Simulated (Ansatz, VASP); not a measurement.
**One calculation of Ag, two programs**

```
CELL_PARAMETERS angstrom
-1.65565 1.65565 1.65565
1.65565 -1.65565 1.65565
1.65565 1.65565 -1.65565
ATOMIC_POSITIONS crystal
Ag 0.00000 0.00000 0.00000
```

Alike in both runs: task single point; functional PBE; k mesh 8 × 8 × 8; occupations gaussian, width 0.1 eV; no spin polarisation.

```csv
,VASP,Ansatz
version,VASP 6.6.1,Ansatz 0.2.0
potentials or method,"VASP PAW PBE potentials, release 64 (Ag), cutoff 500 eV","scalar-relativistic, plane waves, PAW"
valence electrons in the cell,11,19
```

|  | VASP | Ansatz | Ansatz less VASP |
| --- | --- | --- | --- |
| gap on the k mesh at the Fermi level (eV) | none | none | - |
| pressure (GPa) | -0.8 | -0.8 | +0.04 |

A gap of «none» marks a metal or a gap that the smearing closes. With one functional, cell and mesh, what is left measures potentials, basis and numerics. VASP's potentials hold 11 valence electrons a cell and Ansatz's 19, so a difference there can come from the potentials and not from the codes.
